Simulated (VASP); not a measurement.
# InP in VASP: further runs

Runs on InP. Level: PBE. Tasks: single point.

Everything below comes from runs of VASP 6.6.1. Logs are shortened: lines on timing, memory, paths and dates and some standing lists are left out, and cuts for length are marked.

**1. The cell of the first run**

Symmetry: I-4m2, No. 119, tetragonal system. The conventional cell has a = 4.214 Å, b = 4.214 Å, c = 6.139 Å, α = 90.00°, β = 90.00°, γ = 90.00°. In (site symmetry -4m2) has 4 P at 2.61 Å within 3.4 Å. Within 3.4 Å of P (site symmetry -4m2) lie 4 In at 2.61 Å.

**2. Single point, PBE (strain +0.000 along x and y, +0.030 along z)**

The input, INCAR:

```
SYSTEM = InP
  PREC = Accurate
  ENCUT = 520
  EDIFF = 1E-7
  ISMEAR = 0
  SIGMA = 0.05
  LREAL = .FALSE.
  LASPH = .TRUE.
  NELM = 60
  ALGO = Normal
  ISIF = 2
  LWAVE = .FALSE.
  LCHARG = .FALSE.
  GGA = PE
  NBANDS = 16
```

The input, KPOINTS:

```
regular mesh
0
G
  10 10 10
  0 0 0
```

The input, POSCAR:

```
InP
1.0
    0.0000000000      2.9800342037      3.0694352298
    2.9800342037      0.0000000000      3.0694352298
    2.9800342037      2.9800342037      0.0000000000
In P
1 1
Direct
    0.0000000000      0.0000000000      0.0000000000
    0.7500000000      0.7500000000      0.7500000000
```

Potentials or basis: VASP PAW PBE potentials, release 64 (In_d, P).

On the command line:

```
$ cat potpaw_PBE.64/In_d/POTCAR potpaw_PBE.64/P/POTCAR > POTCAR
$ mpirun -np 1 vasp_std > vasp.out
```

OUTCAR:

```text
SYSTEM = InP
   PREC = Accurate
   ENCUT = 520
   EDIFF = 1E-7
   ISMEAR = 0
   LREAL = .FALSE.
   LASPH = .TRUE.
   NELM = 60
   ISIF = 2
   GGA = PE

 ion  position               nearest neighbor table
   1  0.000  0.000  0.000-   2 2.61   2 2.61   2 2.61   2 2.61
   2  0.750  0.750  0.750-   1 2.61   1 2.61   1 2.61   1 2.61

  LATTYP: Found a body centered tetragonal cell.
 ALAT       =     4.2144047872
 C/A-ratio  =     1.4566399692

  Lattice vectors:

 A1 = (  -2.9800342037,   0.0000000000,   3.0694352298)
 A2 = (   2.9800342037,   0.0000000000,   3.0694352298)
 A3 = (   0.0000000000,   2.9800342037,  -3.0694352298)

Analysis of symmetry for initial positions (statically):
=====================================================================
 Subroutine PRICEL returns:
 Original cell was already a primitive cell.

 Routine SETGRP: Setting up the symmetry group for a
 body centered tetragonal supercell.

 Subroutine GETGRP returns: Found  8 space group operations
 (whereof  8 operations were pure point group operations)
 out of a pool of 16 trial point group operations.

The static configuration has the point symmetry D_2d.

Analysis of symmetry for dynamics (positions and initial velocities):
=====================================================================
 Subroutine PRICEL returns:
 Original cell was already a primitive cell.

 Routine SETGRP: Setting up the symmetry group for a
 body centered tetragonal supercell.

 Subroutine GETGRP returns: Found  8 space group operations
 (whereof  8 operations were pure point group operations)
 out of a pool of 16 trial point group operations.

The dynamic configuration has the point symmetry D_2d.

 Subroutine INISYM returns: Found  8 space group operations
 (whereof  8 operations are pure point group operations),
 and found     1 'primitive' translations

----------------------------------------------------------------------------------------

                                     Primitive cell

  volume of cell :      54.5169

  direct lattice vectors                    reciprocal lattice vectors
     0.000000000  2.980034204  3.069435230    -0.167783309  0.167783309  0.162896417
     2.980034204  0.000000000  3.069435230     0.167783309 -0.167783309  0.162896417
     2.980034204  2.980034204  0.000000000     0.167783309  0.167783309 -0.162896417

  length of vectors
     4.278087947  4.278087947  4.214404787     0.287815427  0.287815427  0.287815427

  position of ions in fractional coordinates (direct lattice)
     0.000000000  0.000000000  0.000000000
     0.750000000  0.750000000  0.750000000

  ion indices of the primitive-cell ions
   primitive index   ion index
                 1           1
                 2           2

----------------------------------------------------------------------------------------

 KPOINTS: regular mesh

Automatic generation of k-mesh.
 Grid dimensions read from file:
 generate k-points for:   10   10   10

 Generating k-lattice:

  Cartesian coordinates                     Fractional coordinates (reciprocal lattice)
    -0.016778331  0.016778331  0.016289642     0.100000000  0.000000000  0.000000000
     0.016778331 -0.016778331  0.016289642     0.000000000  0.100000000  0.000000000
     0.016778331  0.016778331 -0.016289642    -0.000000000 -0.000000000  0.100000000

  Length of vectors
     0.028781543  0.028781543  0.028781543

  Shift w.r.t. Gamma in fractional coordinates (k-lattice)
     0.000000000  0.000000000  0.000000000

 Subroutine IBZKPT returns following result:
 ===========================================

 Found    102 irreducible k-points:

 Following reciprocal coordinates:
            Coordinates               Weight
  0.000000  0.000000  0.000000      1.000000
  0.100000  0.000000  0.000000      8.000000
  0.200000  0.000000  0.000000      8.000000
  0.300000  0.000000  0.000000      8.000000
  0.400000  0.000000  0.000000      8.000000
  0.500000  0.000000  0.000000      4.000000
[... 16 lines left out ...]
  0.300000  0.300000  0.000000      2.000000
  0.400000  0.300000  0.000000      8.000000
 [... further k-points ...]
   k-points           NKPTS =    102   k-points in BZ     NKDIM =    102   number of bands    NBANDS=     16
   number of dos      NEDOS =    301   number of ions     NIONS =      2
   total plane-waves  NPLWV =  32768
   dimension x,y,z NGX =    32 NGY =   32 NGZ =   32
   dimension x,y,z NGXF=    64 NGYF=   64 NGZF=   64
   ions per type =               1   1
   NGX,Y,Z   is equivalent  to a cutoff of  12.44, 12.44, 12.62 a.u.
   NGXF,Y,Z  is equivalent  to a cutoff of  24.87, 24.87, 25.25 a.u.
 SYSTEM =  InP
   PREC   = accura    normal or accurate (medium, high low for compatibility)
   ISTART =      0    job   : 0-new  1-cont  2-samecut
   ICHARG =      2    charge: 1-file 2-atom 10-const
   ISPIN  =      1    spin polarized calculation?
   LNONCOLLINEAR =      F non collinear calculations
   LSORBIT =      F    spin-orbit coupling
   LASPH  =      T    aspherical Exc in radial PAW
   ENCUT  =  520.0 eV  38.22 Ry    6.18 a.u.   7.95  7.95  7.84*2*pi/ulx,y,z
   NELM   =     60;   NELMIN=  2; NELMDL= -5     # of ELM steps
   EDIFF  = 0.1E-06   stopping-criterion for ELM
   LREAL  =      F    real-space projection
   EDIFFG = 0.1E-05   stopping-criterion for IOM
   NSW    =      0    number of steps for IOM
   IBRION =     -1    ionic relax: 0-MD 1-quasi-New 2-CG
   NFREE  =      0    steps in history (QN), initial steepest desc. (CG)
   ISIF   =      2    stress and relaxation
   ISYM   =      2    0-nonsym 1-usesym 2-fastsym
   POTIM  = 0.5000    time-step for ionic-motion
   TEBEG  =    0.0;   TEEND  =   0.0 temperature during run
   PSTRESS=    0.0 pullay stress
   NELECT =      18.0000    total number of electrons
   NUPDOWN=      -1.0000    fix difference up-down
   EMIN   =  10.00;   EMAX   =-10.00  energy-range for DOS
   EFERMI =   0.00;   METHOD = LEGACY
   ISMEAR =     0;   SIGMA  =   0.05  broadening in eV -4-tet -1-fermi 0-gaus
   EFERMI_NEDOS =   21; number of points for ismear=-14 and -15
   IALGO  =     38    algorithm
   IMIX   =      4    mixing-type and parameters
     AMIX     =   0.40;   BMIX     =  1.00
     AMIX_MAG =   1.60;   BMIX_MAG =  1.00
  volume/ion in A,a.u.               =      27.26       183.95
  Fermi-wavevector in a.u.,A,eV,Ry     =   1.131502  2.138229 17.419497  1.280297
  Thomas-Fermi vector in A             =   2.268201
   LORBIT       =      0    0 simple, 1 ext, 2 COOP (PROOUT), +10 PAW based schemes
   GGA     = PE    functional components
   LHFCALC =     F    Hartree Fock is set to
   AEXX    =    0.0000 exact exchange contribution
   IVDW    =     0    specifies the selected vdW correction
   LEPSILON=     F    determine dielectric tensor
   LRPA    =     F    only Hartree local field effects (RPA)
 non-spin polarized calculation
 Gauss-broadening in eV      SIGMA  =   0.05
  energy-cutoff  :      520.00
  volume of cell :       54.52
 maximum number of plane-waves:      1486
   NGX = 15   NGY = 15   NGZ = 15

 number of electron      17.9999997 magnetization

 Free energy of the ion-electron system (eV)
  ---------------------------------------------------
  ext. energy  EPLUGINS =         0.00000000
  ---------------------------------------------------
  free energy    TOTEN  =        -8.39518257 eV

  energy without entropy =       -8.39518209  energy(sigma->0) =       -8.39518233

 E-fermi :   4.5159     XC(G=0):  -8.9345

 val. band max:        4.3992023145   @ k =   0.0000   0.0000   0.0000
 cond. band min:       4.6254369277   @ k =   0.0000   0.0000   0.0000
 fundamental gap:      0.2262346132
 Fermi energy:         4.5158514247

 k-point     1 :       0.0000    0.0000    0.0000
  band No.  band energies     occupation
      1      -9.7053      2.00000
      2      -9.6926      2.00000
      3      -9.6926      2.00000
      4      -9.5841      2.00000
      5      -9.5785      2.00000
      6      -6.6449      2.00000
[... 8 lines left out ...]
     15      13.4485      0.00000
     16      13.8919      0.00000

 k-point     2 :       0.1000    0.0000    0.0000
  band No.  band energies     occupation
      1      -9.7082      2.00000
      2      -9.6945      2.00000
      3      -9.6890      2.00000
      4      -9.5843      2.00000
      5      -9.5782      2.00000
      6      -6.5441      2.00000
[... 8 lines left out ...]
     15      13.1836      0.00000
     16      13.4026      0.00000

 k-point     3 :       0.2000    0.0000    0.0000
  band No.  band energies     occupation
      1      -9.7279      2.00000
      2      -9.6877      2.00000
      3      -9.6802      2.00000
      4      -9.5841      2.00000
      5      -9.5766      2.00000
      6      -6.2551      2.00000
[... 8 lines left out ...]
     15      12.9416      0.00000
     16      13.5566      0.00000

 k-point     4 :       0.3000    0.0000    0.0000
  band No.  band energies     occupation
      1      -9.7539      2.00000
      2      -9.6786      2.00000
      3      -9.6711      2.00000
      4      -9.5820      2.00000
      5      -9.5726      2.00000
      6      -5.8268      2.00000
[... 8 lines left out ...]
     15      13.1119      0.00000
     16      13.2599      0.00000
[... 324 lines left out ...]
 k-point    22 :      -0.2000    0.2000    0.0000
  band No.  band energies     occupation
      1      -9.7617      2.00000
      2      -9.6717      2.00000
      3      -9.6654      2.00000
      4      -9.5892      2.00000
      5      -9.5700      2.00000
      6      -5.6694      2.00000
[... 8 lines left out ...]
     15      14.3948      0.00000
     16      15.1582      0.00000

 k-point    23 :       0.3000    0.3000    0.0000
  band No.  band energies     occupation
      1      -9.7963      2.00000
      2      -9.6436      2.00000
      3      -9.6436      2.00000
      4      -9.5979      2.00000
      5      -9.5687      2.00000
      6      -5.5825      2.00000
[... 8 lines left out ...]
     15      14.5936      0.00000
     16      16.6724      0.00000

 k-point    24 :       0.4000    0.3000    0.0000
  band No.  band energies     occupation
      1      -9.8100      2.00000
      2      -9.6375      2.00000
      3      -9.6345      2.00000
      4      -9.5998      2.00000
      5      -9.5665      2.00000
      6      -5.2306      2.00000
[... 8 lines left out ...]
     15      14.9128      0.00000
     16      16.5459      0.00000

 [... further k-points ...]
[... 5 lines left out ...]
  --------------------------------------------------------------------------------------
  -------------------------------------------------------------------------------------
  Total       -0.4350095     -0.4350095     -0.8751801      0.0000000      0.0000000      0.0000000
  in kB      -12.7843420    -12.7843420    -25.7203609      0.0000000      0.0000000      0.0000000
  external PRESSURE =     -17.0963483 kB  Pullay stress =       0.0000000 kB

 VOLUME and BASIS-vectors are now :
 -----------------------------------------------------------------------------
  energy-cutoff  :      520.00
  volume of cell :       54.52
      direct lattice vectors                 reciprocal lattice vectors
     0.000000000  2.980034204  3.069435230    -0.167783309  0.167783309  0.162896417
     2.980034204  0.000000000  3.069435230     0.167783309 -0.167783309  0.162896417
     2.980034204  2.980034204  0.000000000     0.167783309  0.167783309 -0.162896417

 POSITION                                       TOTAL-FORCE (eV/Angst)
 -----------------------------------------------------------------------------------
      0.00000      0.00000      0.00000         0.000000      0.000000      0.000000
      4.47005      4.47005      4.60415        -0.000000     -0.000000     -0.000000
 -----------------------------------------------------------------------------------
    total drift:                                0.000000      0.000000      0.000000

  FREE ENERGIE OF THE ION-ELECTRON SYSTEM (eV)
  ---------------------------------------------------
  free  energy   TOTEN  =        -8.3951825663 eV

  energy  without entropy=       -8.3951820908  energy(sigma->0) =       -8.39518233
```

It took 33 s on 1 thread of Intel Xeon 6975P-C (Granite Rapids), shared host; peak memory 0.22 GiB.

Results:

```yaml
Free_energy: -8.3952 eV
Pressure: -1.7 GPa
Band_gap_on_the_k_mesh: 0.23 eV, direct
```

Caveat: the cell differs from its parent crystal (strain +0.000 along x and y, +0.030 along z); spin-orbit coupling is left out, which moves the levels of the heavy elements.

**3. Single point, PBE (strain +0.015 along x and y, +0.000 along z)**

The input, INCAR:

```
SYSTEM = InP
PREC     = Accurate       ! precision mode
ENCUT    = 520            ! plane-wave cutoff, eV
EDIFF    = 1E-6           ! SCF threshold, eV
ISMEAR   = 0              ! smearing method
SIGMA    = 0.05           ! smearing width, eV
LREAL    = .FALSE.        ! projectors in reciprocal space
LASPH    = .TRUE.         ! aspherical terms in the spheres
NELM     = 80             ! most SCF steps
ALGO     = Normal         ! electronic algorithm
ISIF     = 2              ! what is computed and relaxed
LWAVE    = .FALSE.        ! write WAVECAR
LCHARG   = .FALSE.        ! write CHGCAR
GGA      = PE             ! functional
NBANDS   = 16             ! bands
```

The input, KPOINTS:

```
Automatic mesh
0
G
  10 10 10
  0 0 0
```

The input, POSCAR:

```
InP
1.0
    0.0000000000      3.0247347168      2.9800342037
    3.0247347168      0.0000000000      2.9800342037
    3.0247347168      3.0247347168      0.0000000000
In P
1 1
Direct
    0.0000000000      0.0000000000      0.0000000000
    0.7500000000      0.7500000000      0.7500000000
```

Potentials or basis: VASP PAW PBE potentials, release 64 (In_d, P).

On the command line:

```
$ cat potpaw_PBE.64/In_d/POTCAR potpaw_PBE.64/P/POTCAR > POTCAR
$ mpirun -np 1 vasp_std > vasp.out
```

Wall time 28 s (1 thread of Intel Xeon 6975P-C (Granite Rapids), shared host); peak memory 0.23 GiB.

It converged, with:

```
Free energy            : -8.3983 eV
Pressure               : -1.7 GPa
Band gap on the k mesh : 0.23 eV, direct
```

Stress tensor (GPa, compression positive):
```
-1.92  0.00  0.00
 0.00 -1.92  0.00
 0.00  0.00 -1.31
```

Levels at points of the mesh, in eV from the valence-band top:
```csv
k point,band 7,band 8,band 9,band 10,band 11,band 12
"(0.00, 0.00, 0.00)",-0.06,-0.06,0.00,0.23,4.03,4.05
"(0.50, 0.00, 0.00)",-5.37,-0.95,-0.86,1.26,4.70,4.80
"(0.50, 0.50, 0.00)",-5.41,-2.16,-2.16,1.80,2.13,8.78
"(0.50, 0.00, 0.50)",-5.49,-2.08,-2.08,1.87,2.25,8.64
```

Caveat: the cell differs from its parent crystal (strain +0.015 along x and y, +0.000 along z); spin-orbit coupling is left out, which moves the levels of the heavy elements.

(Continued in part 2 of 2.)
